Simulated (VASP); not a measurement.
# Ta2N (P-3m1) in VASP: a series of runs

Aim: see how the results for Ta2N move with the level of theory and the settings. Levels: LDA, PBEsol. Tasks: single point.

All numbers are computed with VASP 6.6.1; they aren't measurements. Logs are shortened: lines on timing, memory, paths and dates and some standing lists are left out, and cuts for length are marked.

**1. The cell of the first run**

The structure is trigonal, space group P-3m1 (No. 164). The conventional cell has a = 3.113 Å, b = 3.113 Å, c = 4.870 Å, α = 90.00°, β = 90.00°, γ = 120.00°. Within 2.9 Å of Ta (site symmetry 3m) lie 3 N at 2.18 Å. Within 2.9 Å of N (site symmetry -3m) lie 6 Ta at 2.18 Å.

**2. Single point, LDA**

INCAR reads:

```
SYSTEM = Ta2N
PREC = Accurate
ENCUT = 520
EDIFF = 1E-6
ISMEAR = -1
SIGMA = 0.05
LREAL = .FALSE.
LASPH = .TRUE.
NELM = 80
ALGO = Normal
ISIF = 2
LWAVE = .FALSE.
LCHARG = .FALSE.
NBANDS = 20
```

KPOINTS reads:

```
regular mesh
0
G
  10 10 6
  0 0 0
```

POSCAR reads:

```
Ta2N
1.0
    3.1128615060      0.0000000000      0.0000000000
   -1.5564307530      2.6958171426      0.0000000000
    0.0000000000      0.0000000000      4.8698410000
Ta N
2 1
Direct
    0.3333333333      0.6666666667      0.2547110000
    0.6666666667      0.3333333333      0.7452890000
    0.0000000000      0.0000000000      0.0000000000
```

Potentials or basis: VASP PAW LDA potentials, release 64 (Ta_pv, N).

Run with:

```
cat potpaw_LDA.64/Ta_pv/POTCAR potpaw_LDA.64/N/POTCAR > POTCAR
mpirun -np 1 vasp_std > vasp.out
```

OUTCAR:

```text
SYSTEM = Ta2N
   PREC = Accurate
   ENCUT = 520
   EDIFF = 1E-6
   ISMEAR = -1
   LREAL = .FALSE.
   LASPH = .TRUE.
   NELM = 80
   ISIF = 2

 ion  position               nearest neighbor table
   1  0.333  0.667  0.255-   3 2.18   3 2.18   3 2.18   2 2.99   2 2.99   2 2.99   2 3.06   2 3.06
                             2 3.06
   2  0.667  0.333  0.745-   3 2.18   3 2.18   3 2.18   1 2.99   1 2.99   1 2.99   1 3.06   1 3.06
                             1 3.06
   3  0.000  0.000  0.000-   1 2.18   2 2.18   1 2.18   2 2.18   2 2.18   1 2.18

  LATTYP: Found a hexagonal cell.
 ALAT       =     3.1128615060
 C/A-ratio  =     1.5644258476

  Lattice vectors:

 A1 = (   3.1128615060,   0.0000000000,   0.0000000000)
 A2 = (  -1.5564307530,   2.6958171426,   0.0000000000)
 A3 = (   0.0000000000,   0.0000000000,   4.8698410000)

Analysis of symmetry for initial positions (statically):
=====================================================================
 Subroutine PRICEL returns:
 Original cell was already a primitive cell.

 Routine SETGRP: Setting up the symmetry group for a
 hexagonal supercell.

 Subroutine GETGRP returns: Found 12 space group operations
 (whereof 12 operations were pure point group operations)
 out of a pool of 24 trial point group operations.

The static configuration has the point symmetry D_3d.

Analysis of symmetry for dynamics (positions and initial velocities):
=====================================================================
 Subroutine PRICEL returns:
 Original cell was already a primitive cell.

 Routine SETGRP: Setting up the symmetry group for a
 hexagonal supercell.

 Subroutine GETGRP returns: Found 12 space group operations
 (whereof 12 operations were pure point group operations)
 out of a pool of 24 trial point group operations.

The dynamic configuration has the point symmetry D_3d.

 Subroutine INISYM returns: Found 12 space group operations
 (whereof 12 operations are pure point group operations),
 and found     1 'primitive' translations

----------------------------------------------------------------------------------------

                                     Primitive cell

  volume of cell :      40.8663

  direct lattice vectors                    reciprocal lattice vectors
     3.112861506  0.000000000  0.000000000     0.321247829  0.185472520  0.000000000
    -1.556430753  2.695817143  0.000000000     0.000000000  0.370945041  0.000000000
     0.000000000  0.000000000  4.869841000     0.000000000  0.000000000  0.205345513

  length of vectors
     3.112861506  3.112861506  4.869841000     0.370945041  0.370945041  0.205345513

  position of ions in fractional coordinates (direct lattice)
     0.333333333  0.666666667  0.254711000
     0.666666667  0.333333333  0.745289000
     0.000000000  0.000000000  0.000000000

  ion indices of the primitive-cell ions
   primitive index   ion index
                 1           1
                 2           2
                 3           3

----------------------------------------------------------------------------------------

 KPOINTS: regular mesh

Automatic generation of k-mesh.
 Grid dimensions read from file:
 generate k-points for:   10   10    6

 Generating k-lattice:

  Cartesian coordinates                     Fractional coordinates (reciprocal lattice)
     0.032124783  0.018547252  0.000000000     0.100000000  0.000000000  0.000000000
     0.000000000  0.037094504  0.000000000     0.000000000  0.100000000  0.000000000
     0.000000000  0.000000000  0.034224252     0.000000000  0.000000000  0.166666667

  Length of vectors
     0.037094504  0.037094504  0.034224252

  Shift w.r.t. Gamma in fractional coordinates (k-lattice)
     0.000000000  0.000000000  0.000000000

 Subroutine IBZKPT returns following result:
 ===========================================

 Found     72 irreducible k-points:

 Following reciprocal coordinates:
            Coordinates               Weight
  0.000000  0.000000  0.000000      1.000000
  0.100000 -0.000000  0.000000      6.000000
  0.200000 -0.000000  0.000000      6.000000
  0.300000 -0.000000  0.000000      6.000000
  0.400000 -0.000000  0.000000      6.000000
  0.500000  0.000000  0.000000      3.000000
[... 16 lines left out ...]
  0.000000  0.400000  0.166667      6.000000
  0.500000  0.000000  0.166667      6.000000
 [... further k-points ...]
   k-points           NKPTS =     72   k-points in BZ     NKDIM =     72   number of bands    NBANDS=     20
   number of dos      NEDOS =    301   number of ions     NIONS =      3
   total plane-waves  NPLWV =  20736
   dimension x,y,z NGX =    24 NGY =   24 NGZ =   36
   dimension x,y,z NGXF=    48 NGYF=   48 NGZF=   72
   ions per type =               2   1
   NGX,Y,Z   is equivalent  to a cutoff of  12.82, 12.82, 12.29 a.u.
   NGXF,Y,Z  is equivalent  to a cutoff of  25.63, 25.63, 24.58 a.u.
 SYSTEM =  Ta2N
   PREC   = accura    normal or accurate (medium, high low for compatibility)
   ISTART =      0    job   : 0-new  1-cont  2-samecut
   ICHARG =      2    charge: 1-file 2-atom 10-const
   ISPIN  =      1    spin polarized calculation?
   LNONCOLLINEAR =      F non collinear calculations
   LSORBIT =      F    spin-orbit coupling
   LASPH  =      T    aspherical Exc in radial PAW
   ENCUT  =  520.0 eV  38.22 Ry    6.18 a.u.   5.79  5.79  9.05*2*pi/ulx,y,z
   NELM   =     80;   NELMIN=  2; NELMDL= -5     # of ELM steps
   EDIFF  = 0.1E-05   stopping-criterion for ELM
   LREAL  =      F    real-space projection
   EDIFFG = 0.1E-04   stopping-criterion for IOM
   NSW    =      0    number of steps for IOM
   IBRION =     -1    ionic relax: 0-MD 1-quasi-New 2-CG
   NFREE  =      0    steps in history (QN), initial steepest desc. (CG)
   ISIF   =      2    stress and relaxation
   ISYM   =      2    0-nonsym 1-usesym 2-fastsym
   POTIM  = 0.5000    time-step for ionic-motion
   TEBEG  =    0.0;   TEEND  =   0.0 temperature during run
   PSTRESS=    0.0 pullay stress
   NELECT =      27.0000    total number of electrons
   NUPDOWN=      -1.0000    fix difference up-down
   EMIN   =  10.00;   EMAX   =-10.00  energy-range for DOS
   EFERMI =   0.00;   METHOD = LEGACY
   ISMEAR =    -1;   SIGMA  =   0.05  broadening in eV -4-tet -1-fermi 0-gaus
   EFERMI_NEDOS =   21; number of points for ismear=-14 and -15
   IALGO  =     38    algorithm
   IMIX   =      4    mixing-type and parameters
     AMIX     =   0.40;   BMIX     =  1.00
     AMIX_MAG =   1.60;   BMIX_MAG =  1.00
  volume/ion in A,a.u.               =      13.62        91.93
  Fermi-wavevector in a.u.,A,eV,Ry     =   1.425852  2.694469 27.661374  2.033054
  Thomas-Fermi vector in A             =   2.546192
   LORBIT       =      0    0 simple, 1 ext, 2 COOP (PROOUT), +10 PAW based schemes
   GGA     = CA    functional components
   LHFCALC =     F    Hartree Fock is set to
   AEXX    =    0.0000 exact exchange contribution
   IVDW    =     0    specifies the selected vdW correction
   LEPSILON=     F    determine dielectric tensor
   LRPA    =     F    only Hartree local field effects (RPA)
 non-spin polarized calculation
  energy-cutoff  :      520.00
  volume of cell :       40.87
 maximum number of plane-waves:      1114
 NGX is ok and might be reduce to    24
   NGX = 11   NGY = 11   NGZ = 19

 number of electron      26.9999998 magnetization

 Free energy of the ion-electron system (eV)
  ---------------------------------------------------
  ext. energy  EPLUGINS =         0.00000000
  ---------------------------------------------------
  free energy    TOTEN  =       -37.57621649 eV

  energy without entropy =      -37.56244288  energy(sigma->0) =      -37.56932969

 E-fermi :   7.3073     XC(G=0): -13.0467

 val. band max:        7.3072291504   @ k =  -0.1000   0.4000   0.1667
 cond. band min:       7.3096639909   @ k =   0.0000   0.4000   0.3333
 fundamental gap:      0.0024348405
 Fermi energy:         7.3072548117

 k-point     1 :       0.0000    0.0000    0.0000
  band No.  band energies     occupation
      1     -28.1696      2.00000
      2     -27.4424      2.00000
      3     -27.4424      2.00000
      4     -27.3145      2.00000
      5     -27.3145      2.00000
      6     -27.1957      2.00000
[... 12 lines left out ...]
     19       8.4530      0.00000
     20      12.4106      0.00000

 k-point     2 :       0.1000   -0.0000    0.0000
  band No.  band energies     occupation
      1     -28.1398      2.00000
      2     -27.5020      2.00000
      3     -27.4639      2.00000
      4     -27.3740      2.00000
      5     -27.3193      2.00000
      6     -27.2074      2.00000
[... 12 lines left out ...]
     19       9.1786      0.00000
     20      12.3378      0.00000

 k-point     3 :       0.2000   -0.0000    0.0000
  band No.  band energies     occupation
      1     -28.0565      2.00000
      2     -27.6583      2.00000
      3     -27.5221      2.00000
      4     -27.5163      2.00000
      5     -27.3354      2.00000
      6     -27.2441      2.00000
[... 12 lines left out ...]
     19      10.8217      0.00000
     20      11.9198      0.00000

 k-point     4 :       0.3000   -0.0000    0.0000
  band No.  band energies     occupation
      1     -27.9440      2.00000
      2     -27.8452      2.00000
      3     -27.6923      2.00000
      4     -27.5763      2.00000
      5     -27.3594      2.00000
      6     -27.3065      2.00000
[... 12 lines left out ...]
     19      11.4936      0.00000
     20      12.5049      0.00000

 k-point     5 :       0.4000   -0.0000    0.0000
  band No.  band energies     occupation
      1     -28.0162      2.00000
      2     -27.8250      2.00000
      3     -27.8013      2.00000
      4     -27.6224      2.00000
      5     -27.3849      2.00000
      6     -27.3807      2.00000
[... 12 lines left out ...]
     19      11.5245      0.00000
     20      12.1327      0.00000
[... 353 lines left out ...]
      6     -27.3227      2.00000
[... 12 lines left out ...]
     19      11.0171      0.00000
     20      12.8161      0.00000

 k-point    22 :       0.4000   -0.0000    0.1667
  band No.  band energies     occupation
      1     -28.0362      2.00000
      2     -27.8996      2.00000
      3     -27.7209      2.00000
      4     -27.6083      2.00000
      5     -27.3953      2.00000
      6     -27.3682      2.00000
[... 12 lines left out ...]
     19      11.8310      0.00000
     20      12.2280      0.00000

 k-point    23 :       0.0000    0.4000    0.1667
  band No.  band energies     occupation
      1     -28.0765      2.00000
      2     -27.8647      2.00000
      3     -27.7005      2.00000
      4     -27.6048      2.00000
      5     -27.3990      2.00000
      6     -27.3821      2.00000
[... 12 lines left out ...]
     19      11.4625      0.00000
     20      13.3532      0.00000

 k-point    24 :       0.5000    0.0000    0.1667
  band No.  band energies     occupation
      1     -28.1062      2.00000
      2     -27.9237      2.00000
      3     -27.6722      2.00000
      4     -27.6232      2.00000
      5     -27.4107      2.00000
      6     -27.4062      2.00000
[... 12 lines left out ...]
     19      11.8574      0.00000
     20      12.6701      0.00000

 [... further k-points ...]
[... 5 lines left out ...]
  --------------------------------------------------------------------------------------
  -------------------------------------------------------------------------------------
  Total       -3.3846172     -3.3846172     -3.3517025      0.0000000      0.0000000      0.0000000
  in kB     -132.6951740   -132.6951740   -131.4047403      0.0000000      0.0000000      0.0000000
  external PRESSURE =    -132.2650294 kB  Pullay stress =       0.0000000 kB

 VOLUME and BASIS-vectors are now :
 -----------------------------------------------------------------------------
  energy-cutoff  :      520.00
  volume of cell :       40.87
      direct lattice vectors                 reciprocal lattice vectors
     3.112861506  0.000000000  0.000000000     0.321247829  0.185472520  0.000000000
    -1.556430753  2.695817143  0.000000000     0.000000000  0.370945041  0.000000000
     0.000000000  0.000000000  4.869841000     0.000000000  0.000000000  0.205345513

 POSITION                                       TOTAL-FORCE (eV/Angst)
 -----------------------------------------------------------------------------------
     -0.00000      1.79721      1.24040         0.000000      0.000000     -0.404764
      1.55643      0.89861      3.62944        -0.000000      0.000000      0.404764
      0.00000      0.00000      0.00000         0.000000      0.000000      0.000000
 -----------------------------------------------------------------------------------
    total drift:                               -0.000000      0.000000      0.000000

  FREE ENERGIE OF THE ION-ELECTRON SYSTEM (eV)
  ---------------------------------------------------
  free  energy   TOTEN  =       -37.5762164935 eV

  energy  without entropy=      -37.5624428800  energy(sigma->0) =      -37.56932969
```

It used 26 s of CPU time on 1 thread of Intel Xeon 6975P-C, on a shared host.

Results:

```yaml
Free_energy: -37.5762 eV
Pressure: -13.2 GPa
Largest_force: 0.405 eV/Å
```

Forces in eV/Å, atoms in the order of the input:
```
Ta   0.000  0.000 -0.405
Ta   0.000  0.000  0.405
N    0.000  0.000  0.000
```

Stress tensor (GPa, compression positive):
```
-13.27   0.00   0.00
  0.00 -13.27   0.00
  0.00   0.00 -13.14
```

Levels at points of the mesh, in eV from the Fermi level:
| k point | band 10 | band 11 | band 12 | band 13 | band 14 | band 15 | band 16 | band 17 |
| --- | --- | --- | --- | --- | --- | --- | --- | --- |
| (0.00, 0.00, 0.00) | -5.99 | -4.78 | -0.66 | -0.25 | -0.25 | 0.25 | 0.25 | 0.33 |
| (0.50, 0.00, 0.00) | -6.30 | -4.50 | -2.52 | -1.28 | 1.76 | 1.89 | 3.69 | 3.94 |
| (0.00, 0.00, 0.50) | -6.17 | -2.81 | -2.53 | -1.13 | -1.13 | 1.80 | 2.05 | 2.25 |
| (0.50, 0.00, 0.50) | -6.03 | -3.24 | -2.05 | -2.03 | -0.23 | 0.71 | 3.24 | 3.51 |

Caveat: spin-orbit coupling is left out, which moves the levels of the heavy elements.

**3. Single point, LDA (volume scaled by 1.04)**

INCAR reads:

```
  PREC = Accurate
  ENCUT = 520
  EDIFF = 1E-6
  ISMEAR = -1
  SIGMA = 0.05
  LREAL = False
  LASPH = True
  NELM = 100
  ALGO = Normal
  ISIF = 2
  LWAVE = False
  LCHARG = False
  NBANDS = 20
```

KPOINTS reads:

```
Automatic mesh
0
Gamma
  10 10 6
```

POSCAR reads:

```
Ta2N
1.0
    3.1538249076      0.0000000000      0.0000000000
   -1.5769124538      2.7312924890      0.0000000000
    0.0000000000      0.0000000000      4.9339252043
Ta N
2 1
Direct
    0.3333333333      0.6666666667      0.2547110000
    0.6666666667      0.3333333333      0.7452890000
    0.0000000000      0.0000000000      0.0000000000
```

Potentials or basis: VASP PAW LDA potentials, release 64 (Ta_pv, N).

Run with:

```
cat potpaw_LDA.64/Ta_pv/POTCAR potpaw_LDA.64/N/POTCAR > POTCAR
mpirun -np 1 vasp_std > vasp.out
```

Run time: 38 s. Hardware: 1 thread of Intel Xeon 6975P-C, shared host; peak memory 0.18 GiB.

Results (log left out):

| Item | Value |
| --- | --- |
| Free energy | -37.3934 eV |
| Pressure | -22.4 GPa |
| Largest force | 0.604 eV/Å |

Forces in eV/Å, atoms in the order of the input:
```
Ta   0.000  0.000 -0.604
Ta   0.000  0.000  0.604
N    0.000  0.000  0.000
```

Stress tensor (GPa, compression positive):
```
-22.40   0.00   0.00
  0.00 -22.40   0.00
  0.00   0.00 -22.52
```

Levels at points of the mesh, in eV from the Fermi level:
```
           k point  band 10  band 11  band 12  band 13  band 14  band 15  band 16  band 17
(0.00, 0.00, 0.00)    -5.78    -4.79    -0.63    -0.24    -0.24     0.24     0.24     0.32
(0.50, 0.00, 0.00)    -6.10    -4.29    -2.46    -1.30     1.66     1.78     3.48     3.72
(0.00, 0.00, 0.50)    -5.95    -2.71    -2.51    -1.07    -1.07     1.72     1.82     2.13
(0.50, 0.00, 0.50)    -5.85    -3.11    -2.03    -2.02    -0.22     0.67     3.06     3.32
```

Caveat: spin-orbit coupling is left out, which moves the levels of the heavy elements.

**4. Single point, PBEsol (volume scaled by 1.04)**

INCAR reads:

```
PREC = Accurate
ENCUT = 520
EDIFF = 1E-6
ISMEAR = -1
SIGMA = 0.05
LREAL = F
LASPH = T
NELM = 100
ALGO = Normal
ISIF = 2
LWAVE = F
LCHARG = F
GGA = PS
NBANDS = 20
```

KPOINTS reads:

```
regular mesh
0
Gamma
  10 10 6
```

POSCAR is that of step 3.

Potentials or basis: VASP PAW PBE potentials, release 64 (Ta_pv, N).

Run with:

```
cat potpaw_PBE.64/Ta_pv/POTCAR potpaw_PBE.64/N/POTCAR > POTCAR
mpirun -np 1 vasp_std > vasp.out
```

Run time: 39 s. Hardware: 1 thread of Intel Xeon 6975P-C, shared host; peak memory 0.2 GiB.

It converged, with:

```
Free energy   : -36.3223 eV
Pressure      : -18.2 GPa
Largest force : 0.450 eV/Å
```

Forces on the atoms (eV/Å):
```
Ta   0.000  0.000 -0.450
Ta   0.000  0.000  0.450
N    0.000  0.000  0.000
```

Stress tensor (GPa, compression positive):
```
-18.28   0.00   0.00
  0.00 -18.28   0.00
  0.00   0.00 -17.90
```

Levels at points of the mesh, in eV from the Fermi level:
| k point | band 10 | band 11 | band 12 | band 13 | band 14 | band 15 | band 16 | band 17 | band 18 | band 19 |
| --- | --- | --- | --- | --- | --- | --- | --- | --- | --- | --- |
| (0.00, 0.00, 0.00) | -5.81 | -4.94 | -0.63 | -0.23 | -0.23 | 0.25 | 0.25 | 0.30 | 1.10 | 1.10 |
| (0.50, 0.00, 0.00) | -6.13 | -4.33 | -2.54 | -1.37 | 1.68 | 1.79 | 3.49 | 3.75 | 3.95 | 4.00 |
| (0.00, 0.00, 0.50) | -5.98 | -2.76 | -2.59 | -1.07 | -1.07 | 1.68 | 1.71 | 2.14 | 2.14 | 2.48 |
| (0.50, 0.00, 0.50) | -5.89 | -3.16 | -2.11 | -2.09 | -0.24 | 0.68 | 3.09 | 3.33 | 3.76 | 4.16 |

Caveat: the PAW data sets were made with another functional, which shifts forces and pressure a little; spin-orbit coupling is left out, which moves the levels of the heavy elements.

[end of part 1 of 2]
